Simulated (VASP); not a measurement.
Wanted: the native input for a VASP 6.6.1 run.

```yaml
Task: single point
Functional: PBEsol
Potentials_or_basis: VASP PAW PBE potentials, release 64 (Ag, O)
Cutoff: 520 eV
k_mesh: 18 × 18 × 18
Occupations: gaussian, width 0.15 eV
Spin: no spin polarisation
Dipole_correction: no
Further_INCAR_settings: ALGO = Normal; EDIFF = 1e-07; NBANDS = 16
```

The structure of AgO lies in POSCAR:

```
AgO
1.0
    0.0000000000      2.7692000000      2.4080000000
    2.7692000000      0.0000000000      2.4080000000
    2.7692000000      2.7692000000      0.0000000000
Ag O
1 1
Direct
    0.0000000000      0.0000000000      0.0000000000
    0.7500000000      0.7500000000      0.7500000000
```

This cell differs from its parent crystal: strain +0.1500 x Voigt [1, 1, 0, 0, 0, 0].

One way to write it, as run:

INCAR

```
ALGO     = Normal         # electronic algorithm
EDIFF    = 1E-7           # SCF threshold, eV
ENCUT    = 520            # plane-wave cutoff, eV
GGA      = PS             # functional
ISIF     = 2              # what is computed and relaxed
ISMEAR   = 0              # smearing method
LASPH    = True           # aspherical terms in the spheres
LCHARG   = False          # write CHGCAR
LREAL    = False          # projectors in reciprocal space
LWAVE    = False          # write WAVECAR
NBANDS   = 16             # bands
NELM     = 100            # most SCF steps
PREC     = Accurate       # precision mode
SIGMA    = 0.15           # smearing width, eV
```

KPOINTS

```
k-points
0
Gamma
  18 18 18
```

Potentials or basis: VASP PAW PBE potentials, release 64 (Ag, O).

Run with:

```sh
$ cat potpaw_PBE.64/Ag/POTCAR potpaw_PBE.64/O/POTCAR > POTCAR
$ mpirun -np 1 vasp_std > vasp.out
```

Results of the run:

| Quantity | Value |
| --- | --- |
| Pressure | -13.5 GPa |
| Band gap on the k mesh | zero (an odd number of electrons rules out a gap without spin polarisation) |

Caveat: the cell differs from its parent crystal (strain +0.1500 x Voigt [1, 1, 0, 0, 0, 0]); the cell stands under tension; the PAW data sets were made with another functional, which shifts forces and pressure a little; an odd number of electrons without spin polarisation forces a metal; a magnetic or distorted state may lie lower.

Run time: 2 min on 1 thread of Intel(R) Xeon(R) 6975P-C (Granite Rapids), with other jobs on the host, peak memory 0.38 GiB.
